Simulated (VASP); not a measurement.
The system is Cu2Sn.

```
Cu Sn
1.0
     2.96658    0.00000    0.00000
    -1.48329    2.56913    0.00000
     0.00000    0.00000   14.07151
Cu Sn
4 2
Direct
  0.33333 0.66667 0.75000
  0.33333 0.66667 0.41667
  0.66667 0.33333 0.25000
  0.66667 0.33333 0.58333
  0.33333 0.66667 0.08333
  0.66667 0.33333 0.91667
```

| Item | Value |
| --- | --- |
| Program | VASP 6.6.1 |
| Task | relaxation of cell and atoms |
| Functional | PBE |
| Potentials or basis | VASP PAW PBE potentials, release 64 (Cu, Sn_d) |
| Cutoff | 600 eV |
| k mesh | 6 × 6 × 2 |
| Occupations | gaussian, width 0.1 eV |
| Spin | no spin polarisation |

At the start: pressure 3.1 GPa; volume 17.87 Å³/atom.

Where does the relaxation end?

Over 24 steps the energy falls by 389.6 meV/atom and the volume is 17.78 Å³/atom (-0.5 %); space group P-3m1 (No. 164, to 0.05 Å).

Step by step:
```tsv
step	energy change (eV)	largest force (eV/Å)	pressure (GPa)	volume (Å³)
1	0.0000	3.7298	3.05	107.25
2	-0.9974	1.4457	-3.25	112.62
3	-1.1269	0.9799	-4.39	114.87
4	-1.1201	1.1903	-5.54	119.47
5	-1.1557	1.0855	-5.17	117.27
6	-1.5212	1.5793	0.28	107.34
7	-1.5520	1.7647	2.81	104.08
8	-1.8507	1.2642	3.44	102.07
9	-2.0073	0.9963	6.34	98.81
10	-2.1970	0.6973	-1.30	107.31
11	-2.1984	0.7212	-0.88	106.53
12	-2.2582	0.4854	-0.64	106.11
13	-2.3057	0.2274	0.03	105.25
14	-2.3062	0.2007	-0.14	105.34
15	-2.3146	0.1524	0.25	104.94
16	-2.3215	0.0790	0.98	104.29
17	-2.3264	0.0888	0.64	104.86
18	-2.3310	0.1118	-0.14	106.13
19	-2.3324	0.0982	-0.15	106.21
20	-2.3354	0.0648	-0.21	106.42
21	-2.3371	0.0552	-0.10	106.84
22	-2.3372	0.0479	0.03	106.74
23	-2.3373	0.0495	-0.03	106.76
24	-2.3376	0.0091	0.07	106.71
```

Final structure:
```
Cu Sn
1.0
     3.03565    0.00000    0.00000
    -1.51782    2.62895    0.00000
     0.00000    0.00000   13.37063
Cu Sn
4 2
Direct
  0.33333 0.66667 0.70217
  0.33333 0.66667 0.43193
  0.66667 0.33333 0.29783
  0.66667 0.33333 0.56807
  0.33333 0.66667 0.13072
  0.66667 0.33333 0.86928
```

Caveat: the k points lie up to 0.40 Å⁻¹ apart in the final cell.
